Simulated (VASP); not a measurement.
# BaF2 (Fm-3m) in VASP: a series of runs

Runs on BaF2. Level: PBE. Tasks: single point.

Everything below comes from runs of VASP 6.6.1. Logs are shortened: lines on timing, memory, paths and dates and some standing lists are left out, and cuts for length are marked.

## Step 1: The cell of the first run

Symmetry: Fm-3m, No. 225, cubic system. The conventional cell has a = 6.118 Å, b = 6.118 Å, c = 6.118 Å, α = 90.00°, β = 90.00°, γ = 90.00°. Within 3.5 Å of Ba (site symmetry m-3m) lie 8 F at 2.65 Å. Within 3.5 Å of F (site symmetry -43m) lie 4 Ba at 2.65 Å and 6 F at 3.06 Å.

## Step 2: Single point, PBE (19.08 Å³/atom)

Input file INCAR:

```
SYSTEM = BaF2
PREC = Accurate ; ENCUT = 600
EDIFF = 1E-6 ; ISMEAR = 0
SIGMA = 0.01 ; LREAL = .FALSE.
LASPH = .TRUE. ; NELM = 120
ALGO = Normal ; ISIF = 2
LWAVE = .FALSE. ; LCHARG = .TRUE.
GGA = PE ; LELF = .TRUE.
LVHAR = .TRUE. ; NBANDS = 19
GGA_COMPAT = .FALSE.
```

Input file KPOINTS:

```
regular mesh
0
G
  6 6 6
  0 0 0
```

Input file POSCAR:

```
BaF2
1.0
    0.0000000000      3.0587528021      3.0587528021
    3.0587528021      0.0000000000      3.0587528021
    3.0587528021      3.0587528021      0.0000000000
Ba F
1 2
Direct
    0.0000000000      0.0000000000      0.0000000000
    0.2500000000      0.2500000000      0.2500000000
    0.7500000000      0.7500000000      0.7500000000
```

Potentials or basis: VASP PAW PBE potentials, release 64 (Ba_sv, F).

The run is started by

```bash
> cat potpaw_PBE.64/Ba_sv/POTCAR potpaw_PBE.64/F/POTCAR > POTCAR
> mpirun -np 1 vasp_std > vasp.out
```

OUTCAR:

```text
SYSTEM = BaF2
   PREC = Accurate
   ENCUT = 600
   EDIFF = 1E-6
   ISMEAR = 0
   LREAL = .FALSE.
   LASPH = .TRUE.
   NELM = 120
   ISIF = 2
   GGA = PE

 ion  position               nearest neighbor table
   1  0.000  0.000  0.000-   2 2.65   3 2.65   3 2.65   3 2.65   3 2.65   2 2.65   2 2.65   2 2.65

   2  0.250  0.250  0.250-   1 2.65   1 2.65   1 2.65   1 2.65
   3  0.750  0.750  0.750-   1 2.65   1 2.65   1 2.65   1 2.65

  LATTYP: Found a face centered cubic cell.
 ALAT       =     6.1175056042

  Lattice vectors:

 A1 = (   0.0000000000,   3.0587528021,   3.0587528021)
 A2 = (   3.0587528021,   0.0000000000,   3.0587528021)
 A3 = (   3.0587528021,   3.0587528021,   0.0000000000)

Analysis of symmetry for initial positions (statically):
=====================================================================
 Subroutine PRICEL returns:
 Original cell was already a primitive cell.

 Routine SETGRP: Setting up the symmetry group for a
 face centered cubic supercell.

 Subroutine GETGRP returns: Found 48 space group operations
 (whereof 48 operations were pure point group operations)
 out of a pool of 48 trial point group operations.

The static configuration has the point symmetry O_h .

Analysis of symmetry for dynamics (positions and initial velocities):
=====================================================================
 Subroutine PRICEL returns:
 Original cell was already a primitive cell.

 Routine SETGRP: Setting up the symmetry group for a
 face centered cubic supercell.

 Subroutine GETGRP returns: Found 48 space group operations
 (whereof 48 operations were pure point group operations)
 out of a pool of 48 trial point group operations.

The dynamic configuration has the point symmetry O_h .

 Subroutine INISYM returns: Found 48 space group operations
 (whereof 48 operations are pure point group operations),
 and found     1 'primitive' translations

----------------------------------------------------------------------------------------

                                     Primitive cell

  volume of cell :      57.2352

  direct lattice vectors                    reciprocal lattice vectors
     0.000000000  3.058752802  3.058752802    -0.163465318  0.163465318  0.163465318
[... 75 lines left out ...]
   LSORBIT =      F    spin-orbit coupling
   LASPH  =      T    aspherical Exc in radial PAW
   ENCUT  =  600.0 eV  44.10 Ry    6.64 a.u.   8.64  8.64  8.64*2*pi/ulx,y,z
   NELM   =    120;   NELMIN=  2; NELMDL= -5     # of ELM steps
   EDIFF  = 0.1E-05   stopping-criterion for ELM
   LREAL  =      F    real-space projection
   EDIFFG = 0.1E-04   stopping-criterion for IOM
   NSW    =      0    number of steps for IOM
   IBRION =     -1    ionic relax: 0-MD 1-quasi-New 2-CG
   NFREE  =      0    steps in history (QN), initial steepest desc. (CG)
   ISIF   =      2    stress and relaxation
   ISYM   =      2    0-nonsym 1-usesym 2-fastsym
   POTIM  = 0.5000    time-step for ionic-motion
   TEBEG  =    0.0;   TEEND  =   0.0 temperature during run
   PSTRESS=    0.0 pullay stress
   NELECT =      24.0000    total number of electrons
   NUPDOWN=      -1.0000    fix difference up-down
   EMIN   =  10.00;   EMAX   =-10.00  energy-range for DOS
   EFERMI =   0.00;   METHOD = LEGACY
   ISMEAR =     0;   SIGMA  =   0.01  broadening in eV -4-tet -1-fermi 0-gaus
   EFERMI_NEDOS =   21; number of points for ismear=-14 and -15
   IALGO  =     38    algorithm
   IMIX   =      4    mixing-type and parameters
     AMIX     =   0.40;   BMIX     =  1.00
     AMIX_MAG =   1.60;   BMIX_MAG =  1.00
  volume/ion in A,a.u.               =      19.08       128.75
  Fermi-wavevector in a.u.,A,eV,Ry     =   1.225343  2.315562 20.428665  1.501464
  Thomas-Fermi vector in A             =   2.360384
   LORBIT       =      0    0 simple, 1 ext, 2 COOP (PROOUT), +10 PAW based schemes
   GGA     = PE    functional components
   LHFCALC =     F    Hartree Fock is set to
   AEXX    =    0.0000 exact exchange contribution
   IVDW    =     0    specifies the selected vdW correction
   LEPSILON=     F    determine dielectric tensor
   LRPA    =     F    only Hartree local field effects (RPA)
 non-spin polarized calculation
 Gauss-broadening in eV      SIGMA  =   0.01
  energy-cutoff  :      600.00
  volume of cell :       57.24
 maximum number of plane-waves:      1932
 NGX is ok and might be reduce to    36
   NGX = 17   NGY = 17   NGZ = 17

 number of electron      23.9999988 magnetization

 Free energy of the ion-electron system (eV)
  ---------------------------------------------------
  ext. energy  EPLUGINS =         0.00000000
  ---------------------------------------------------
  free energy    TOTEN  =       -17.05469291 eV

  energy without entropy =      -17.05469291  energy(sigma->0) =      -17.05469291

 E-fermi :  -1.7816     XC(G=0):  -8.8868

 val. band max:       -1.9200515654   @ k =  -0.1667   0.1667   0.0000
 cond. band min:       5.0384062992   @ k =   0.0000   0.0000   0.0000
 fundamental gap:      6.9584578646
 Fermi energy:        -1.7815965217

 k-point     1 :       0.0000    0.0000    0.0000
  band No.  band energies     occupation
      1     -24.9118      2.00000
      2     -20.9024      2.00000
      3     -20.7904      2.00000
      4      -9.6822      2.00000
      5      -9.6822      2.00000
      6      -9.6822      2.00000
[... 329 lines left out ...]
      6      -9.6479      2.00000
[... 11 lines left out ...]
     18      12.9548      0.00000
     19      13.2741      0.00000

------------------------ aborting loop because EDIFF is reached ----------------------------------------

  FORCE on cell =-STRESS in cart. coord.  units (eV):
  Direction    XX          YY          ZZ          XY          YZ          ZX
  --------------------------------------------------------------------------------------
  -------------------------------------------------------------------------------------
  Total        1.8370755      1.8370755      1.8370755     -0.0000000     -0.0000000     -0.0000000
  in kB       51.4250188     51.4250188     51.4250188     -0.0000000     -0.0000000     -0.0000000
  external PRESSURE =      51.4250188 kB  Pullay stress =       0.0000000 kB

 VOLUME and BASIS-vectors are now :
 -----------------------------------------------------------------------------
  energy-cutoff  :      600.00
  volume of cell :       57.24
      direct lattice vectors                 reciprocal lattice vectors
     0.000000000  3.058752802  3.058752802    -0.163465318  0.163465318  0.163465318
     3.058752802  0.000000000  3.058752802     0.163465318 -0.163465318  0.163465318
     3.058752802  3.058752802  0.000000000     0.163465318  0.163465318 -0.163465318

 POSITION                                       TOTAL-FORCE (eV/Angst)
 -----------------------------------------------------------------------------------
      0.00000      0.00000      0.00000        -0.000000      0.000000      0.000000
      1.52938      1.52938      1.52938        -0.000000     -0.000000     -0.000000
      4.58813      4.58813      4.58813         0.000000     -0.000000     -0.000000
 -----------------------------------------------------------------------------------
    total drift:                                0.000000      0.000000      0.000000

  FREE ENERGIE OF THE ION-ELECTRON SYSTEM (eV)
  ---------------------------------------------------
  free  energy   TOTEN  =       -17.0546929056 eV

  energy  without entropy=      -17.0546929056  energy(sigma->0) =      -17.05469291
```

stdout:

```text
POSCAR found type information on POSCAR BaF
 POSCAR found :  2 types and       3 ions
 scaLAPACK will be used
 LDA part: xc-table for (Slater+PW92), standard interpolation
 POSCAR, INCAR and KPOINTS ok, starting setup
 FFT: planning ... GRIDC
 FFT: planning ... GRID_SOFT
 FFT: planning ... GRID
 WAVECAR not read
 entering main loop
```

Run time: 24 s. Hardware: 1 thread of Intel Xeon 8259CL, shared host; peak memory 0.2 GiB.

What came out:

| Property | Result |
| --- | --- |
| Free energy | -17.0547 eV |
| Pressure | 5.1 GPa |
| Band gap on the k mesh | 6.96 eV (least direct gap 7.04 eV) |

Caveat: the cell stands under pressure; spin-orbit coupling is left out, which moves the levels of the heavy elements. A k mesh can miss the band edges.

## Step 3: Single point, PBE (19.69 Å³/atom)

This run uses another cell than the first one, of 19.69 Å³/atom.

Input file INCAR:

```
PREC = Accurate ; ENCUT = 600
EDIFF = 1E-6 ; ISMEAR = 0
SIGMA = 0.01 ; LREAL = False
LASPH = True ; NELM = 120
ALGO = Normal ; ISIF = 2
LWAVE = False ; LCHARG = False
GGA = PE ; NBANDS = 19
GGA_COMPAT = False
```

Input file KPOINTS:

```
regular mesh
0
Gamma
  6 6 6
```

Input file POSCAR:

```
BaF2
1.0
    0.0000000000      3.0909525662      3.0909525662
    3.0909525662      0.0000000000      3.0909525662
    3.0909525662      3.0909525662      0.0000000000
Ba F
1 2
Direct
    0.0000000000      0.0000000000      0.0000000000
    0.2500000000      0.2500000000      0.2500000000
    0.7500000000      0.7500000000      0.7500000000
```

Potentials or basis: VASP PAW PBE potentials, release 64 (Ba_sv, F).

The run is started by

```bash
> cat potpaw_PBE.64/Ba_sv/POTCAR potpaw_PBE.64/F/POTCAR > POTCAR
> mpirun -np 1 vasp_std > vasp.out
```

OUTCAR:

```text
PREC = Accurate
   ENCUT = 600
   EDIFF = 1E-6
   ISMEAR = 0
   LREAL = False
   LASPH = True
   NELM = 120
   ISIF = 2
   GGA = PE

 ion  position               nearest neighbor table
   1  0.000  0.000  0.000-   3 2.68   3 2.68   2 2.68   2 2.68   3 2.68   2 2.68   3 2.68   2 2.68

   2  0.250  0.250  0.250-   1 2.68   1 2.68   1 2.68   1 2.68
   3  0.750  0.750  0.750-   1 2.68   1 2.68   1 2.68   1 2.68

  LATTYP: Found a face centered cubic cell.
 ALAT       =     6.1819051324

  Lattice vectors:

 A1 = (   0.0000000000,   3.0909525662,   3.0909525662)
 A2 = (   3.0909525662,   0.0000000000,   3.0909525662)
 A3 = (   3.0909525662,   3.0909525662,   0.0000000000)

Analysis of symmetry for initial positions (statically):
=====================================================================
 Subroutine PRICEL returns:
 Original cell was already a primitive cell.

 Routine SETGRP: Setting up the symmetry group for a
 face centered cubic supercell.

 Subroutine GETGRP returns: Found 48 space group operations
 (whereof 48 operations were pure point group operations)
[... 154 lines left out ...]

  energy without entropy =      -17.10341788  energy(sigma->0) =      -17.10341788

 E-fermi :  -1.9303     XC(G=0):  -8.7412

 val. band max:       -2.0501336425   @ k =  -0.1667   0.1667   0.0000
 cond. band min:       4.7663952083   @ k =   0.0000   0.0000   0.0000
 fundamental gap:      6.8165288508
 Fermi energy:        -1.9303432923

 k-point     1 :       0.0000    0.0000    0.0000
  band No.  band energies     occupation
      1     -25.1136      2.00000
      2     -20.9833      2.00000
      3     -20.9225      2.00000
      4      -9.9379      2.00000
      5      -9.9379      2.00000
      6      -9.9379      2.00000
[... 329 lines left out ...]
      6      -9.9122      2.00000
[... 11 lines left out ...]
     18      12.4971      0.00000
     19      12.7718      0.00000

------------------------ aborting loop because EDIFF is reached ----------------------------------------

  FORCE on cell =-STRESS in cart. coord.  units (eV):
  Direction    XX          YY          ZZ          XY          YZ          ZX
  --------------------------------------------------------------------------------------
  -------------------------------------------------------------------------------------
  Total        1.0545829      1.0545829      1.0545829      0.0000000      0.0000000      0.0000000
  in kB       28.6077876     28.6077876     28.6077876      0.0000000      0.0000000      0.0000000
  external PRESSURE =      28.6077876 kB  Pullay stress =       0.0000000 kB

 VOLUME and BASIS-vectors are now :
 -----------------------------------------------------------------------------
  energy-cutoff  :      600.00
  volume of cell :       59.06
      direct lattice vectors                 reciprocal lattice vectors
     0.000000000  3.090952566  3.090952566    -0.161762431  0.161762431  0.161762431
     3.090952566  0.000000000  3.090952566     0.161762431 -0.161762431  0.161762431
     3.090952566  3.090952566  0.000000000     0.161762431  0.161762431 -0.161762431

 POSITION                                       TOTAL-FORCE (eV/Angst)
 -----------------------------------------------------------------------------------
      0.00000      0.00000      0.00000        -0.000000     -0.000000     -0.000000
      1.54548      1.54548      1.54548         0.000000      0.000000      0.000000
      4.63643      4.63643      4.63643        -0.000000     -0.000000     -0.000000
 -----------------------------------------------------------------------------------
    total drift:                                0.000000      0.000000      0.000000

  FREE ENERGIE OF THE ION-ELECTRON SYSTEM (eV)
  ---------------------------------------------------
  free  energy   TOTEN  =       -17.1034178803 eV

  energy  without entropy=      -17.1034178803  energy(sigma->0) =      -17.10341788
```

stdout:

```text
POSCAR found type information on POSCAR BaF
 POSCAR found :  2 types and       3 ions
 scaLAPACK will be used
 LDA part: xc-table for (Slater+PW92), standard interpolation
 POSCAR, INCAR and KPOINTS ok, starting setup
 FFT: planning ... GRIDC
 FFT: planning ... GRID_SOFT
 FFT: planning ... GRID
 WAVECAR not read
 entering main loop
```

Wall time 26 s (1 thread of Intel Xeon 8259CL, shared host); peak memory 0.21 GiB.

Results:

| Property | Result |
| --- | --- |
| Free energy | -17.1034 eV |
| Pressure | 2.9 GPa |
| Band gap on the k mesh | 6.82 eV (least direct gap 6.88 eV) |

Levels at points of the mesh, in eV from the valence-band top:
| k point | band 9 | band 10 | band 11 | band 12 | band 13 | band 14 | band 15 | band 16 |
| --- | --- | --- | --- | --- | --- | --- | --- | --- |
| (0.00, 0.00, 0.00) | -1.51 | -0.07 | -0.07 | -0.07 | 6.82 | 9.23 | 9.23 | 11.47 |
| (0.50, 0.00, 0.00) | -0.66 | -0.34 | -0.15 | -0.15 | 9.17 | 9.22 | 9.22 | 9.84 |
| (0.50, 0.50, 0.00) | -0.36 | -0.31 | -0.31 | -0.12 | 7.27 | 9.06 | 10.73 | 12.03 |

Caveat: spin-orbit coupling is left out, which moves the levels of the heavy elements. A k mesh can miss the band edges.

[end of part 1 of 2]
